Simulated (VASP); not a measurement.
A run of VASP 6.6.1 is set up as follows.

The input INCAR:

```
ALGO = Normal ; EDIFF = 1E-6
ENCUT = 500 ; GGA_COMPAT = F
ISIF = 2 ; ISMEAR = 0
LASPH = T ; LCHARG = F
LREAL = F ; LWAVE = F
NBANDS = 11 ; NELM = 120
PREC = Accurate ; SIGMA = 0.05
```

File KPOINTS:

```
k-points
0
Gamma
  8 8 8
```

POSCAR

```
AlAs
1.0
    0.0000000000      2.7440757924      2.7440757924
    2.7440757924      0.0000000000      2.7440757924
    2.7440757924      2.7440757924      0.0000000000
Al As
1 1
Direct
    0.0000000000      0.0000000000      0.0000000000
    0.7500000000      0.7500000000      0.7500000000
```

Potentials or basis: VASP PAW LDA potentials, release 64 (Al, As).

The run is started by

```console
$ cat potpaw_LDA.64/Al/POTCAR potpaw_LDA.64/As/POTCAR > POTCAR
$ mpirun -np 1 vasp_std > vasp.out
```

Problem. Predict the band gap on the k mesh.

Solution. 1.17 eV (least direct gap 2.64 eV).

Problem. Predict the pressure.

Solution. 7.2 GPa.

Caveat: the cell differs from its parent crystal (the cell strained); the cell stands under pressure. A k mesh can miss the band edges.
